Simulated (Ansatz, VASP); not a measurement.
**Two plane-wave programs on Bi2Te3**

Contents of INCAR:

```
SYSTEM = Bi2Te3
PREC = Accurate
ENCUT = 520
EDIFF = 1E-7
ISMEAR = 0
SIGMA = 0.05
LREAL = .False.
LASPH = .True.
NELM = 80
ALGO = Normal
ISIF = 2
LWAVE = .False.
LCHARG = .False.
LDIPOL = .True.
IDIPOL = 3
DIPOL = 0.5 0.5 0.500
GGA = PS
NBANDS = 59
```

Contents of KPOINTS:

```
regular mesh
0
Gamma
  9 9 1
  0 0 0
```

File POSCAR:

```
Bi2Te3
1.0
    4.3808388103      0.0000000000      0.0000000000
   -2.1904194051      3.7939176996      0.0000000000
    0.0000000000      0.0000000000     32.5871270230
Te Bi
6 4
Direct
    0.0000000000      0.0000000000      0.2301522314
    0.6666666667      0.3333333333      0.3449116788
    0.3333333333      0.6666666667      0.4596711262
    0.6666666667      0.3333333333      0.5403288738
    0.3333333333      0.6666666667      0.6550883212
    0.0000000000      0.0000000000      0.7698477686
    0.3333333333      0.6666666667      0.2830391474
    0.0000000000      0.0000000000      0.4067842102
    0.0000000000      0.0000000000      0.5932157898
    0.6666666667      0.3333333333      0.7169608526
```

Input for Ansatz:

```yaml
crystal:
  lattice:
    - [4.3808388103, 0.0, 0.0]
    - [-2.1904194051, 3.7939176996, 0.0]
    - [0.0, 0.0, 32.587127023]
  atoms:
    - { symbol: Te, position: [0.0, 0.0, 0.2301522314] }
    - { symbol: Bi, position: [0.3333333333, 0.6666666667, 0.2830391474] }
    - { symbol: Te, position: [0.6666666667, 0.3333333333, 0.3449116788] }
    - { symbol: Bi, position: [0.0, 0.0, 0.4067842102] }
    - { symbol: Te, position: [0.3333333333, 0.6666666667, 0.4596711262] }
    - { symbol: Te, position: [0.6666666667, 0.3333333333, 0.5403288738] }
    - { symbol: Bi, position: [0.0, 0.0, 0.5932157898] }
    - { symbol: Te, position: [0.3333333333, 0.6666666667, 0.6550883212] }
    - { symbol: Bi, position: [0.6666666667, 0.3333333333, 0.7169608526] }
    - { symbol: Te, position: [0.0, 0.0, 0.7698477686] }
basis:
  ecutwfc: 420
kpoints:
  mp_grid: { grid: [9, 9, 1] }
hamiltonian:
  xc: pbesol
scf:
  occupations: { method: gaussian, width: 0.05 }
output:
  forces: true
  stress: true
  eigenvalues: true
  write_density: true
  write_potential: true
  elf: true
  volumetric_format: npy
efield:
  axis: 3
  dipole_correction: true
  ramp_width: 0.04
```

Alike in both runs: task single point; functional PBEsol; k mesh 9 × 9 × 1; occupations gaussian, width 0.05 eV; no spin polarisation.

|  | VASP | Ansatz |
| --- | --- | --- |
| version | VASP 6.6.1 | Ansatz 0.2.0 |
| potentials or method | VASP PAW PBE potentials, release 64 (Te, Bi_d), cutoff 520 eV | scalar-relativistic, plane waves, PAW |
| valence electrons in the cell | 96 | 156 |

|  | VASP | Ansatz | Ansatz less VASP |
| --- | --- | --- | --- |
| gap on the k mesh at the Fermi level (eV) | 0.51 | 0.52 | +0.014 |
| least direct gap on the mesh (eV) | 0.51 | 0.52 | +0.014 |
| rms of the force components (eV/Å) | 0.049 | 0.053 | +0.0041 |

VASP's potentials were made for PBE, not for PBEsol. VASP's potentials hold 96 valence electrons a cell and Ansatz's 156, so a difference there can come from the potentials and not from the codes. Ansatz's warnings: xc potential rough in thin density.

Neither program's run includes spin-orbit coupling.
